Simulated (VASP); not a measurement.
A run of VASP 6.6.1 is set up as follows.

INCAR

```
SYSTEM = Au
  PREC = Accurate
  ENCUT = 520
  EDIFF = 1E-7
  ISMEAR = 0
  SIGMA = 0.15
  LREAL = .False.
  LASPH = .True.
  NELM = 80
  ALGO = Fast
  ISIF = 2
  LWAVE = .False.
  LCHARG = .True.
  GGA = PS
  LELF = .True.
  LVHAR = .True.
  NBANDS = 42
```

KPOINTS

```
Automatic mesh
0
Gamma
  23 23 5
  0 0 0
```

File POSCAR:

```
Au
1.0
    2.0419343853     -2.0419343853      0.0000000000
    2.0419343853      0.0000000000     -2.0419343853
    9.3224380798      9.3224380798      9.3224380798
Au
6
Direct
    0.6666666667      0.6666666667      0.0729968556
    0.0000000000      0.0000000000      0.8031114343
    0.3333333333      0.3333333333      0.2190197713
    0.6666666667      0.6666666667      0.5110656028
    0.0000000000      0.0000000000      0.3650426871
    0.3333333333      0.3333333333      0.6570885185
```

Potentials or basis: VASP PAW PBE potentials, release 64 (Au).

Command:

```sh
$ cat potpaw_PBE.64/Au/POTCAR > POTCAR
$ mpirun -np 1 vasp_std > vasp.out
```

(1) Predict the pressure.

(2) What does it give for the band gap on the k mesh?

## Answers

(1) -3.2 GPa.

(2) zero (bands 33 and 34 overlap by 5.07 eV).

Caveat: the cell differs from its parent crystal (the distance across one plane changed); the cell stands under tension; the PAW data sets were made with another functional, which shifts forces and pressure a little; spin-orbit coupling is left out, which moves the levels of the heavy elements.
